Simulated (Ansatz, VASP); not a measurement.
Mg in VASP and in Ansatz

```xyz
2
Lattice="3.2238 0.0000 0.0000 -1.6119 2.7919 0.0000 0.0000 0.0000 5.2342" Properties=species:S:1:pos:R:3 pbc="T T T"
Mg    0.0000    1.8613    1.3086
Mg    1.6119    0.9306    3.9257
```

Alike in both runs: functional revPBE; k mesh 11 × 11 × 6; occupations fermi-dirac, width 0.1 eV; no spin polarisation.

Ansatz relaxed the structure, and its values are those at the end. VASP's run is a single point on that final structure, the one shown.

```csv
,VASP,Ansatz
version,VASP 6.6.1,Ansatz 0.2.0
potentials or method,"VASP PAW PBE potentials, release 64 (Mg), cutoff 520 eV","plane waves (420 eV) with PAW, scalar-relativistic"
valence electrons in the cell,4,20
```

|  | VASP | Ansatz | Ansatz less VASP |
| --- | --- | --- | --- |
| pressure (GPa) | -0.2 | 0.0 | +0.19 |

VASP's potentials were made for PBE, not for revPBE. VASP's potentials hold 4 valence electrons a cell and Ansatz's 20, so a difference there can come from the potentials and not from the codes.
